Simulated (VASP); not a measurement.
Rh, 2 atoms in the cell. Symmetry: P6_3/mmc, No. 194, hexagonal system. The conventional cell has a = 2.731 Å, b = 2.731 Å, c = 4.428 Å, α = 90.00°, β = 90.00°, γ = 120.00°. Rh (site symmetry -6m2) has 12 Rh at 2.72 to 2.73 Å within 3.6 Å. 

* Program: VASP 6.6.1
* Task: single point
* Functional: PBE
* Potentials or basis: VASP PAW PBE potentials, release 64 (Rh_pv)
* Cutoff: 500 eV
* k mesh: 3 × 3 × 1
* Occupations: gaussian, width 0.1 eV
* Spin: no spin polarisation
* Dipole correction: no
* Further INCAR settings: ALGO = Normal; EDIFF = 1e-06; NBANDS = 22

Potentials or basis: VASP PAW PBE potentials, release 64 (Rh_pv).

Run with:

```bash
$ cat potpaw_PBE.64/Rh_pv/POTCAR > POTCAR
$ mpirun -np 1 vasp_std > vasp.out
```

Hardware: 1 thread of Intel Xeon 8259CL (shared host).

Question: How long does it take, and how much memory?

Answer: Run time: 4.9 s on 1 thread of Intel Xeon 8259CL, on a shared host, peak memory 0.13 GiB. Counts: scf iterations 12, k points 3.
